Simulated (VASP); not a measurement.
# BaTiO3 (P4mm) in VASP: notebook, part 2 of 2

VASP 6.6.1.

**3. Single point, r2SCAN**

The input, POSCAR:

```
BaTiO3
1.0
    3.9722228226      0.0000000000      0.0000000000
    0.0000000000      3.9722228226      0.0000000000
    0.0000000000      0.0000000000      4.1128061961
Ba Ti O
1 1 3
Direct
    0.0000000000      0.0000000000     -0.0044097778
    0.5000000000      0.5000000000      0.4774872137
    0.0000000000      0.5000000000      0.5176589116
    0.5000000000      0.0000000000      0.5176589116
    0.5000000000      0.5000000000      0.0346047409
```

The input, INCAR.step1:

```
SYSTEM = BaTiO3
PREC     = Accurate       ! precision mode
ENCUT    = 910            ! plane-wave cutoff, eV
ISMEAR   = -1             ! smearing method
SIGMA    = 0.05           ! smearing width, eV
LREAL    = .FALSE.        ! projectors in reciprocal space
LASPH    = .TRUE.         ! aspherical terms in the spheres
NELM     = 120            ! most SCF steps
NBANDS   = 28             ! bands
GGA      = PE             ! functional
ALGO     = Normal         ! electronic algorithm
EDIFF    = 1E-5           ! SCF threshold, eV
LWAVE    = .TRUE.         ! write WAVECAR
LCHARG   = .FALSE.        ! write CHGCAR
GGA_COMPAT= .FALSE.
```

The input, INCAR.step2:

```
SYSTEM = BaTiO3
PREC     = Accurate       ! precision mode
ENCUT    = 910            ! plane-wave cutoff, eV
EDIFF    = 1E-6           ! SCF threshold, eV
ISMEAR   = -1             ! smearing method
SIGMA    = 0.05           ! smearing width, eV
LREAL    = .FALSE.        ! projectors in reciprocal space
LASPH    = .TRUE.         ! aspherical terms in the spheres
NELM     = 120            ! most SCF steps
ALGO     = Normal         ! electronic algorithm
ISIF     = 2              ! what is computed and relaxed
LWAVE    = .FALSE.        ! write WAVECAR
LCHARG   = .FALSE.        ! write CHGCAR
METAGGA  = R2SCAN         ! meta-GGA
LMIXTAU  = .TRUE.       
NBANDS   = 28             ! bands
ISTART   = 1            
GGA_COMPAT= .FALSE.
```

The input, KPOINTS:

```
Automatic mesh
0
G
  7 7 7
  0 0 0
```

Potentials or basis: VASP PAW PBE potentials, release 64 (Ba_sv, Ti_sv, O_h).

Started as:

```sh
cat potpaw_PBE.64/Ba_sv/POTCAR potpaw_PBE.64/Ti_sv/POTCAR potpaw_PBE.64/O_h/POTCAR > POTCAR
cp INCAR.step1 INCAR
mpirun -np 1 vasp_std > vasp.out
cp INCAR.step2 INCAR
mpirun -np 1 vasp_std > vasp.out
```

OUTCAR:

```text
SYSTEM = BaTiO3
   PREC = Accurate
   ENCUT = 910
   EDIFF = 1E-6
   ISMEAR = -1
   LREAL = .FALSE.
   LASPH = .TRUE.
   NELM = 120
   ISIF = 2
   METAGGA = R2SCAN
   ISTART = 1

 ion  position               nearest neighbor table
   1  0.000  0.000  0.996-   3 2.79   4 2.79   3 2.79   4 2.79   5 2.81   5 2.81   5 2.81   5 2.81
                             4 2.92   3 2.92   4 2.92   3 2.92   2 3.44   2 3.44   2 3.44   2 3.44
   2  0.500  0.500  0.477-   5 1.82   4 1.99   3 1.99   4 1.99   3 1.99   1 3.44   1 3.44   1 3.44
                             1 3.44   1 3.53   1 3.53   1 3.53   1 3.53
   3  0.000  0.500  0.518-   2 1.99   2 1.99   1 2.79   1 2.79   1 2.92   1 2.92
   4  0.500  0.000  0.518-   2 1.99   2 1.99   1 2.79   1 2.79   1 2.92   1 2.92
   5  0.500  0.500  0.035-   2 1.82   1 2.81   1 2.81   1 2.81   1 2.81

  LATTYP: Found a simple tetragonal cell.
 ALAT       =     3.9722228226
 C/A-ratio  =     1.0353916132

  Lattice vectors:

 A1 = (   3.9722228226,   0.0000000000,   0.0000000000)
 A2 = (   0.0000000000,   3.9722228226,   0.0000000000)
 A3 = (   0.0000000000,   0.0000000000,   4.1128061961)

Analysis of symmetry for initial positions (statically):
=====================================================================
 Subroutine PRICEL returns:
 Original cell was already a primitive cell.

 Routine SETGRP: Setting up the symmetry group for a
 simple tetragonal supercell.

 Subroutine GETGRP returns: Found  8 space group operations
 (whereof  8 operations were pure point group operations)
 out of a pool of 16 trial point group operations.

The static configuration has the point symmetry C_4v.

Analysis of symmetry for dynamics (positions and initial velocities):
=====================================================================
 Subroutine PRICEL returns:
 Original cell was already a primitive cell.

 Routine SETGRP: Setting up the symmetry group for a
[... 130 lines left out ...]
   IMIX   =      4    mixing-type and parameters
     AMIX     =   0.40;   BMIX     =  1.00
     AMIX_MAG =   1.60;   BMIX_MAG =  1.00
  volume/ion in A,a.u.               =      12.98        87.59
  Fermi-wavevector in a.u.,A,eV,Ry     =   1.393241  2.632844 26.410560  1.941121
  Thomas-Fermi vector in A             =   2.516906
   LORBIT       =      0    0 simple, 1 ext, 2 COOP (PROOUT), +10 PAW based schemes
   METAGGA = R2SCAN    functional components
   LHFCALC =     F    Hartree Fock is set to
   AEXX    =    0.0000 exact exchange contribution
   IVDW    =     0    specifies the selected vdW correction
   LEPSILON=     F    determine dielectric tensor
   LRPA    =     F    only Hartree local field effects (RPA)
 non-spin polarized calculation
  energy-cutoff  :      910.00
  volume of cell :       64.89
 maximum number of plane-waves:      4067
 NGX is ok and might be reduce to    40
   NGX = 19   NGY = 19   NGZ = 21

 number of electron      40.0000009 magnetization

 Free energy of the ion-electron system (eV)
  ---------------------------------------------------
  ext. energy  EPLUGINS =         0.00000000
  ---------------------------------------------------
  free energy    TOTEN  =       -74.29608065 eV

  energy without entropy =      -74.29608065  energy(sigma->0) =      -74.29608065

 E-fermi :   4.9078     XC(G=0): -11.8357

 val. band max:        3.8364111861   @ k =   0.4286   0.4286   0.4286
 cond. band min:       6.1676282173   @ k =   0.0000   0.0000   0.0000
 fundamental gap:      2.3312170312
 Fermi energy:         4.9077935932

 k-point     1 :       0.0000    0.0000    0.0000
  band No.  band energies     occupation
      1     -54.8486      2.00000
      2     -30.1171      2.00000
      3     -30.0038      2.00000
      4     -30.0038      2.00000
      5     -21.7566      2.00000
      6     -14.0427      2.00000
[... 733 lines left out ...]
     27      12.7755      0.00000
     28      13.2996      0.00000

 [... further k-points ...]

------------------------ aborting loop because EDIFF is reached ----------------------------------------

  FORCE on cell =-STRESS in cart. coord.  units (eV):
  Direction    XX          YY          ZZ          XY          YZ          ZX
  --------------------------------------------------------------------------------------
  -------------------------------------------------------------------------------------
  Total        0.6897956      0.6897956      0.7117282      0.0000000      0.0000000      0.0000000
  in kB       17.0304273     17.0304273     17.5719230      0.0000000      0.0000000      0.0000000
  external PRESSURE =      17.2109259 kB  Pullay stress =       0.0000000 kB

 VOLUME and BASIS-vectors are now :
 -----------------------------------------------------------------------------
  energy-cutoff  :      910.00
  volume of cell :       64.89
      direct lattice vectors                 reciprocal lattice vectors
     3.972222823  0.000000000  0.000000000     0.251748214  0.000000000  0.000000000
     0.000000000  3.972222823  0.000000000     0.000000000  0.251748214  0.000000000
     0.000000000  0.000000000  4.112806196     0.000000000  0.000000000  0.243142991

 POSITION                                       TOTAL-FORCE (eV/Angst)
 -----------------------------------------------------------------------------------
      0.00000      0.00000      4.09467         0.000000      0.000000      0.031657
      1.98611      1.98611      1.96381         0.000000      0.000000      0.122054
      0.00000      1.98611      2.12903         0.000000      0.000000     -0.015139
      1.98611      0.00000      2.12903         0.000000     -0.000000     -0.015139
      1.98611      1.98611      0.14232         0.000000     -0.000000     -0.123433
 -----------------------------------------------------------------------------------
    total drift:                                0.000000      0.000000      0.006275

  FREE ENERGIE OF THE ION-ELECTRON SYSTEM (eV)
  ---------------------------------------------------
  free  energy   TOTEN  =       -74.2960806465 eV

  energy  without entropy=      -74.2960806464  energy(sigma->0) =      -74.29608065
```

Run time: 7.1 min. Hardware: 1 thread of Intel Xeon Platinum 8259CL at 2.50GHz (Skylake/Cascade Lake), shared host; peak memory 0.38 GiB.

Results:

| Property | Result |
| --- | --- |
| Free energy | -74.2961 eV |
| Pressure | 1.7 GPa |
| Largest force | 0.123 eV/Å |
| Band gap on the k mesh | 2.33 eV (least direct gap 2.72 eV) |

Forces in eV/Å, atoms in the order of the input:
```
Ba   0.000  0.000  0.032
Ti   0.000  0.000  0.122
O    0.000  0.000 -0.015
O    0.000  0.000 -0.015
O    0.000  0.000 -0.123
```

Caveat: the cutoff is under 1.25 times the usual one of these potentials, so pressure, stress and relaxed cells hold a basis-set (Pulay) error; the PAW data sets were made with another functional, which shifts forces and pressure a little; spin-orbit coupling is left out, which moves the levels of the heavy elements; an odd mesh through Γ misses points on the zone boundary, where band edges can lie. r2SCAN opens gaps a little over a GGA but as a rule still falls short of measured ones.

**4. Single point, r2SCAN+U**

The input, POSCAR:

```
BaTiO3
1.0
    3.9777940997      0.0000000000      0.0000000000
    0.0000000000      3.9777940997      0.0000000000
    0.0000000000      0.0000000000      4.0976387613
Ba Ti O
1 1 3
Direct
    0.0000000000      0.0000000000     -0.0032107490
    0.5000000000      0.5000000000      0.4797212312
    0.0000000000      0.5000000000      0.5170022195
    0.5000000000      0.0000000000      0.5170022195
    0.5000000000      0.5000000000      0.0324850789
```

The input, INCAR.step1:

```
PREC     = Accurate       # precision mode
ENCUT    = 910            # plane-wave cutoff, eV
ISMEAR   = -1             # smearing method
SIGMA    = 0.05           # smearing width, eV
LREAL    = F              # projectors in reciprocal space
LASPH    = T              # aspherical terms in the spheres
NELM     = 200            # most SCF steps
LMAXMIX  = 4              # l up to which the mixer works
LDAU     = T              # DFT+U
LDAUTYPE = 2            
LDAUL    = -1 2 -1        # shell
LDAUU    = 0 1 0          # U, eV
LDAUJ    = 0 0 0        
NBANDS   = 28             # bands
GGA      = PE             # functional
ALGO     = Normal         # electronic algorithm
EDIFF    = 1E-5           # SCF threshold, eV
LWAVE    = T              # write WAVECAR
LCHARG   = F              # write CHGCAR
GGA_COMPAT= F
```

The input, INCAR.step2:

```
PREC     = Accurate       # precision mode
ENCUT    = 910            # plane-wave cutoff, eV
EDIFF    = 1E-6           # SCF threshold, eV
ISMEAR   = -1             # smearing method
SIGMA    = 0.05           # smearing width, eV
LREAL    = F              # projectors in reciprocal space
LASPH    = T              # aspherical terms in the spheres
NELM     = 200            # most SCF steps
ALGO     = Normal         # electronic algorithm
ISIF     = 2              # what is computed and relaxed
LWAVE    = F              # write WAVECAR
LCHARG   = F              # write CHGCAR
LMAXMIX  = 4              # l up to which the mixer works
LDAU     = T              # DFT+U
LDAUTYPE = 2            
LDAUL    = -1 2 -1        # shell
LDAUU    = 0 1 0          # U, eV
LDAUJ    = 0 0 0        
LDAUPRINT= 1            
METAGGA  = R2SCAN         # meta-GGA
LMIXTAU  = T            
NBANDS   = 28             # bands
ISTART   = 1            
GGA_COMPAT= F
```

The input, KPOINTS:

```
Automatic mesh
0
Gamma
  7 7 7
```

Started as:

```sh
cat potpaw_PBE.64/Ba_sv/POTCAR potpaw_PBE.64/Ti_sv/POTCAR potpaw_PBE.64/O_h/POTCAR > POTCAR
cp INCAR.step1 INCAR
mpirun -np 1 vasp_std > vasp.out
cp INCAR.step2 INCAR
mpirun -np 1 vasp_std > vasp.out
```

Wall time 3.7 min (1 thread of Intel Xeon 6975P-C (Granite Rapids), shared host); peak memory 0.38 GiB.

It converged, with:

```
Free energy            : -73.6109 eV
Pressure               : 2.2 GPa
Largest force          : 0.258 eV/Å
Band gap on the k mesh : 2.45 eV (least direct gap 2.81 eV)
```

Forces in eV/Å, atoms in the order of the input:
```
Ba   0.000  0.000  0.030
Ti   0.000  0.000  0.255
O    0.000  0.000 -0.013
O    0.000  0.000 -0.013
O    0.000  0.000 -0.258
```

Stress tensor (GPa, compression positive):
```
2.18 0.00 0.00
0.00 2.18 0.00
0.00 0.00 2.38
```

Levels at points of the mesh, in eV from the valence-band top:
| k point | band 16 | band 17 | band 18 | band 19 | band 20 | band 21 | band 22 | band 23 | band 24 | band 25 |
| --- | --- | --- | --- | --- | --- | --- | --- | --- | --- | --- |
| (0.00, 0.00, 0.00) | -1.42 | -1.18 | -0.54 | -0.36 | -0.36 | 2.45 | 2.85 | 2.85 | 4.48 | 4.63 |

Eigenvalues of the final occupation matrices:
```tsv
site	spin	trace	eigenvalues
site 2 d	1	0.84	0.11 0.12 0.12 0.24 0.26
site 2 d	2	0.84	0.11 0.12 0.12 0.24 0.26
```

Caveat: the cutoff is under 1.25 times the usual one of these potentials, so pressure, stress and relaxed cells hold a basis-set (Pulay) error; the PAW data sets were made with another functional, which shifts forces and pressure a little; spin-orbit coupling is left out, which moves the levels of the heavy elements; an odd mesh through Γ misses points on the zone boundary, where band edges can lie.

**5. Single point, PBE**

This run uses another cell than the first one, of 13.29 Å³/atom.

The input, INCAR:

```
PREC     = Accurate       # precision mode
ENCUT    = 520            # plane-wave cutoff, eV
EDIFF    = 1E-6           # SCF threshold, eV
ISMEAR   = -1             # smearing method
SIGMA    = 0.05           # smearing width, eV
LREAL    = False          # projectors in reciprocal space
LASPH    = True           # aspherical terms in the spheres
NELM     = 60             # most SCF steps
ALGO     = Normal         # electronic algorithm
ISIF     = 2              # what is computed and relaxed
LWAVE    = False          # write WAVECAR
LCHARG   = False          # write CHGCAR
GGA      = PE             # functional
NBANDS   = 28             # bands
```

The input, KPOINTS:

```
regular mesh
0
Gamma
  7 7 7
```

The input, POSCAR:

```
BaTiO3
1.0
    3.9869499129      0.0000000000      0.0000000000
    0.0000000000      3.9869499129      0.0000000000
    0.0000000000      0.0000000000      4.1808137757
Ba Ti O
1 1 3
Direct
    0.0000000000      0.0000000000     -0.0092871523
    0.5000000000      0.5000000000      0.4736850558
    0.0000000000      0.5000000000      0.5198000772
    0.5000000000      0.0000000000      0.5198000772
    0.5000000000      0.5000000000      0.0390019421
```

Potentials or basis: VASP PAW PBE potentials, release 64 (Ba_sv, Ti_sv, O).

Started as:

```sh
cat potpaw_PBE.64/Ba_sv/POTCAR potpaw_PBE.64/Ti_sv/POTCAR potpaw_PBE.64/O/POTCAR > POTCAR
mpirun -np 1 vasp_std > vasp.out
```

Run time: 2.1 min. Hardware: 1 thread of Intel Xeon 8259CL, shared host; peak memory 0.22 GiB.

The run converged. Its results:

```yaml
Free_energy: -40.0383 eV
Pressure: 1.8 GPa
Largest_force: 0.057 eV/Å
Band_gap_on_the_k_mesh: 1.90 eV (least direct gap 2.33 eV)
```

Forces on the atoms (eV/Å):
```
Ba   0.000  0.000  0.050
Ti   0.000  0.000  0.046
O    0.000  0.000 -0.020
O    0.000  0.000 -0.020
O    0.000  0.000 -0.057
```

Levels at points of the mesh, in eV from the valence-band top:
```csv
k point,band 16,band 17,band 18,band 19,band 20,band 21,band 22,band 23,band 24,band 25
"(0.00, 0.00, 0.00)",-1.58,-1.20,-0.76,-0.44,-0.44,1.90,2.50,2.50,4.11,4.30
```

Caveat: spin-orbit coupling is left out, which moves the levels of the heavy elements; an odd mesh through Γ misses points on the zone boundary, where band edges can lie.

**6. Single point, PBE**

This run uses another cell than the first one, of 13.29 Å³/atom.

The input, INCAR:

```
ALGO     = Normal         # electronic algorithm
EDIFF    = 1E-6           # SCF threshold, eV
ENCUT    = 520            # plane-wave cutoff, eV
GGA      = PE             # functional
ISIF     = 2              # what is computed and relaxed
ISMEAR   = -1             # smearing method
LASPH    = True           # aspherical terms in the spheres
LCHARG   = False          # write CHGCAR
LREAL    = False          # projectors in reciprocal space
LWAVE    = False          # write WAVECAR
NBANDS   = 28             # bands
NELM     = 100            # most SCF steps
PREC     = Accurate       # precision mode
SIGMA    = 0.05           # smearing width, eV
```

The input, KPOINTS:

```
k-points
0
Gamma
  7 7 7
```

The input, POSCAR:

```
BaTiO3
1.0
    3.9842581725      0.0000000000      0.0000000000
    0.0000000000      3.9842581725      0.0000000000
    0.0000000000      0.0000000000      4.1873148921
Ba Ti O
1 1 3
Direct
    0.0000000000      0.0000000000     -0.0098847884
    0.5000000000      0.5000000000      0.4729860386
    0.0000000000      0.5000000000      0.5200285171
    0.5000000000      0.0000000000      0.5200285171
    0.5000000000      0.5000000000      0.0398417157
```

Potentials or basis: VASP PAW PBE potentials, release 64 (Ba_sv, Ti_sv, O).

Started as:

```sh
cat potpaw_PBE.64/Ba_sv/POTCAR potpaw_PBE.64/Ti_sv/POTCAR potpaw_PBE.64/O/POTCAR > POTCAR
mpirun -np 1 vasp_std > vasp.out
```

Wall time 2 min (1 thread of Intel Xeon 8259CL, shared host); peak memory 0.22 GiB.

The run converged. Its results:

* Free energy: -40.0379 eV
* Pressure: 2.0 GPa
* Largest force: 0.093 eV/Å
* Band gap on the k mesh: 1.90 eV (least direct gap 2.35 eV)

Forces on the atoms (eV/Å):
```
Ba   0.000  0.000  0.052
Ti   0.000  0.000  0.081
O    0.000  0.000 -0.020
O    0.000  0.000 -0.020
O    0.000  0.000 -0.093
```

Stress tensor (GPa, compression positive):
```
1.97 0.00 0.00
0.00 1.97 0.00
0.00 0.00 2.05
```

Levels at points of the mesh, in eV from the valence-band top:
```csv
k point,band 16,band 17,band 18,band 19,band 20,band 21,band 22,band 23,band 24,band 25
"(0.00, 0.00, 0.00)",-1.61,-1.21,-0.79,-0.45,-0.45,1.90,2.52,2.52,4.12,4.32
```

Caveat: spin-orbit coupling is left out, which moves the levels of the heavy elements; an odd mesh through Γ misses points on the zone boundary, where band edges can lie.

**7. Overview**

| level | potentials or basis | U | cell | k mesh | cutoff (eV) | smearing | tolerance level | purpose | dipole correction | gap on the mesh (eV) | pressure (GPa) | largest force (eV/Å) |
| --- | --- | --- | --- | --- | --- | --- | --- | --- | --- | --- | --- | --- |
| LAK | VASP PAW PBE potentials, release 64 (Ba_sv, Ti_sv, O) | - | a = 4.000, b = 4.000, c = 4.058 Å, 5 atoms, atomic positions A | 9 × 9 × 9 | 840 | gaussian 0.03 eV | standard | energy | - | 2.41 | 5.3 | 0.29 |
| r2SCAN | VASP PAW PBE potentials, release 64 (Ba_sv, Ti_sv, O_h) | - | a = 3.972, b = 3.972, c = 4.113 Å, 5 atoms, atomic positions B | 7 × 7 × 7 | 910 | fermi-dirac 0.05 eV | - | - | no | 2.33 | 1.7 | 0.12 |
| r2SCAN+U | VASP PAW PBE potentials, release 64 (Ba_sv, Ti_sv, O_h) | Ti d U = 1.0 eV | a = 3.978, b = 3.978, c = 4.098 Å, 5 atoms, atomic positions C | 7 × 7 × 7 | 910 | fermi-dirac 0.05 eV | - | - | no | 2.45 | 2.2 | 0.26 |
| PBE | VASP PAW PBE potentials, release 64 (Ba_sv, Ti_sv, O) | - | a = 3.987, b = 3.987, c = 4.181 Å, 5 atoms, atomic positions D | 7 × 7 × 7 | 520 | fermi-dirac 0.05 eV | - | - | no | 1.90 | 1.8 | 0.06 |
| PBE | VASP PAW PBE potentials, release 64 (Ba_sv, Ti_sv, O) | - | a = 3.984, b = 3.984, c = 4.187 Å, 5 atoms, atomic positions D | 7 × 7 × 7 | 520 | fermi-dirac 0.05 eV | - | - | no | 1.90 | 2.0 | 0.09 |

Alike in all rows: task single point; no spin polarisation.

Caveats: spin-orbit coupling is left out, which moves the levels of the heavy elements; an odd mesh through Γ misses points on the zone boundary, where band edges can lie; the PAW data sets were made with another functional, which shifts forces and pressure a little (at least some runs); the cutoff is under 1.25 times the usual one of these potentials, so pressure, stress and relaxed cells hold a basis-set (Pulay) error (at least some runs); the cell stands under pressure (at least some runs).

Total energies depend on the potentials used, so only differences within one code and one set of settings carry meaning.
